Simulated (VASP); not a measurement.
Write the native input for VASP 6.6.1 that does the following.

| Item | Value |
| --- | --- |
| Task | single point |
| Functional | PBE |
| Potentials or basis | VASP PAW PBE potentials, release 64 (Na_pv, F) |
| Cutoff | 520 eV |
| k mesh | 8 × 8 × 8 |
| Occupations | gaussian, width 0.05 eV |
| Spin | no spin polarisation |
| Dipole correction | no |
| Further INCAR settings | ALGO = Normal; EDIFF = 1e-07; NBANDS = 14 |

The structure of NaF lies in POSCAR:

```
NaF
1.0
    0.0000000000      2.3581495000      2.3581495000
    2.3581495000      0.0000000000      2.3581495000
    2.3581495000      2.3581495000      0.0000000000
Na F
1 1
Direct
    0.0000000000      0.0000000000      0.0000000000
    0.5000000000      0.5000000000      0.5000000000
```

This cell differs from its parent crystal: strain +0.015 along x and y, +0.015 along z.

The input as run:

INCAR

```
PREC = Accurate
ENCUT = 520
EDIFF = 1E-7
ISMEAR = 0
SIGMA = 0.05
LREAL = F
LASPH = T
NELM = 80
ALGO = Normal
ISIF = 2
LWAVE = F
LCHARG = F
GGA = PE
NBANDS = 14
```

KPOINTS

```
regular mesh
0
Gamma
  8 8 8
```

Potentials or basis: VASP PAW PBE potentials, release 64 (Na_pv, F).

Run with:

```bash
$ cat potpaw_PBE.64/Na_pv/POTCAR potpaw_PBE.64/F/POTCAR > POTCAR
$ mpirun -np 1 vasp_std > vasp.out
```

It gave:

```yaml
Pressure: -0.6 GPa
Band_gap_on_the_k_mesh: 6.02 eV, direct
```

Caveat: the cell differs from its parent crystal (strain +0.015 along x and y, +0.015 along z).

It took 28 s on 1 thread of Intel Xeon 6975P-C, on a shared host, peak memory 0.12 GiB.
